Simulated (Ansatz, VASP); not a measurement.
## One calculation of Au, two programs

```
CELL_PARAMETERS angstrom
-1.45183 1.45183 1.45183
1.45183 -1.45183 1.45183
1.45183 1.45183 -1.45183
ATOMIC_POSITIONS crystal
Au 0.00000 0.00000 0.00000
```

Change from the starting cell: volume scaled by 0.68, LAPW.

Alike in both runs: task single point; functional PBE; k mesh 16 × 16 × 16; occupations fermi-dirac, width 0.08 eV; no spin polarisation.

```csv
,VASP,Ansatz
version,VASP 6.6.1,Ansatz 0.2.0
potentials or method,"VASP PAW PBE potentials, release 64 (Au), cutoff 520 eV","all-electron LAPW, scalar-relativistic"
```

```tsv
	VASP	Ansatz	Ansatz less VASP
pressure (GPa)	160.5	160.5	+0.06
```

Both programs put the cell under a high pressure, so it lies far from rest at this level. Ansatz ran all-electron here, and VASP with PAW potentials.

Neither program's run includes spin-orbit coupling. Noted on VASP's run: the cell as given lies far from equilibrium.
